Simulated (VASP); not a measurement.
Input of a VASP 6.6.1 run:

INCAR

```
ALGO = Normal
EDIFF = 1E-6
ENCUT = 520
GGA = CA
ISIF = 2
ISMEAR = 0
LASPH = T
LCHARG = F
LREAL = F
LWAVE = F
NBANDS = 16
NELM = 80
PREC = Accurate
SIGMA = 0.15
```

The input KPOINTS:

```
k-points
0
Gamma
  18 18 18
```

Contents of POSCAR:

```
GaSb
1.0
   -1.7158959701      2.5861155005      2.8943064901
    1.7158959701     -2.5861155005      2.8943064901
    1.7158959701      2.5861155005     -2.8943064901
Ga Sb
1 1
Direct
    0.0000000000      0.0000000000      0.0000000000
    0.5000000000      0.5000000000      0.0000000000
```

Potentials or basis: VASP PAW LDA potentials, release 64 (Ga_d, Sb).

Launch:

```sh
$ cat potpaw_LDA.64/Ga_d/POTCAR potpaw_LDA.64/Sb/POTCAR > POTCAR
$ mpirun -np 1 vasp_std > vasp.out
```

Problem. What does it give for the pressure?

Solution. -6.8 GPa.

Problem. Predict the band gap on the k mesh.

Solution. Zero (bands 9 and 10 overlap by 4.92 eV).

Stress tensor (GPa, compression positive):
```
-7.72  0.00  0.00
 0.00 -6.96  0.00
 0.00  0.00 -5.67
```

Caveat: the cell stands under tension; spin-orbit coupling is left out, which moves the levels of the heavy elements.
